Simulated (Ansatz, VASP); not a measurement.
Ba in VASP and in Ansatz

```
CELL_PARAMETERS angstrom
-0.34896 2.82338 2.82338
2.82338 -0.34896 2.82338
3.17233 3.17233 -0.69791
ATOMIC_POSITIONS crystal
Ba 0.00000 0.00000 0.00000
```

Change from the starting cell: engineering shear strain xz -0.2200, engineering shear strain yz -0.2200.

Alike in both runs: task single point; functional PBE; k mesh 12 × 12 × 12; occupations gaussian, width 0.15 eV; no spin polarisation.

|  | VASP | Ansatz |
| --- | --- | --- |
| version | VASP 6.6.1 | Ansatz 0.2.0 |
| potentials or method | VASP PAW PBE potentials, release 64 (Ba_sv), cutoff 520 eV | scalar-relativistic, plane waves, PAW |
| valence electrons in the cell | 10 | 10 |

VASP gave:

```
gap on the k mesh at the Fermi level (eV)                     : none
pressure (GPa)                                                : 0.6
traceless stress, the component that is largest in VASP (GPa) : 1.79
```

Problem. Which values does Ansatz return?

Solution. gap on the k mesh at the Fermi level (eV): none; pressure (GPa): 0.5; traceless stress, the component that is largest in VASP (GPa): 1.77.

A gap of «none» marks a metal or a gap that the smearing closes.

Neither program's run includes spin-orbit coupling.
